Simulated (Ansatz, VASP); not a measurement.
# SrO: VASP beside Ansatz

```
Sr O
1.0
     0.00000    2.53571    2.53571
     2.53571    0.00000    2.53571
     2.53571    2.53571    0.00000
Sr O
1 1
Direct
  0.00000 0.00000 0.00000
  0.50000 0.50000 0.50000
```

Alike in both runs: task single point; functional PBEsol; k mesh 6 × 6 × 6; no spin polarisation.

|  | VASP | Ansatz |
| --- | --- | --- |
| version | VASP 6.6.1 | Ansatz 0.2.0 |
| potentials or method | VASP PAW PBE potentials, release 64 (Sr_sv, O), cutoff 600 eV | scalar-relativistic, plane waves, PAW |
| occupations | gaussian, width 0.01 eV | fixed |
| valence electrons in the cell | 16 | 16 |

VASP gave:

* gap on the k mesh at the Fermi level (eV): 3.12
* least direct gap on the mesh (eV): 3.18
* pressure (GPa): 3.7

Task: What did Ansatz give for the same quantities?

Result: gap on the k mesh at the Fermi level (eV): 3.17; least direct gap on the mesh (eV): 3.22; pressure (GPa): 3.0.

VASP's potentials were made for PBE, not for PBEsol, and Ansatz warns of the same on its side.
